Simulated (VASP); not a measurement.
Runs of VASP 6.6.1 on SiC. The structure is that of space group F-43m (No. 216), or close to it. The cells are those of the table. 

```csv
cell,gap on the mesh (eV),pressure (GPa),largest force (eV/Å)
"a = 3.075, b = 3.098 Å, angles 59.8, 59.5, 59.8°, 2 atoms",1.30,4.9,0.13
"a = 3.075, b = 2.982 Å, angles 61.0, 62.0, 61.0°, 2 atoms",1.03,5.8,0.53
"a = 3.075, b = 3.028 Å, angles 60.5, 61.0, 60.5°, 2 atoms",1.23,5.0,(b)
"a = 3.075, b = 3.144 Å, angles 59.3, 58.5, 59.3°, 2 atoms",1.14,5.4,0.39
"a = 3.075, b = 3.109 Å, angles 59.6, 59.3, 59.6°, 2 atoms",(c),4.9,(a)
```

Alike in all rows: task single point; level PBE; potentials or basis VASP PAW PBE potentials, release 64 (Si, C); no spin polarisation; k mesh 12 × 12 × 12; cutoff (eV) 520; smearing gaussian 0.05 eV.

Question: Estimate the missing entries.

Answer: (a) 0.20; (b) 0.26; (c) 1.26.

A k mesh can miss the band edges.
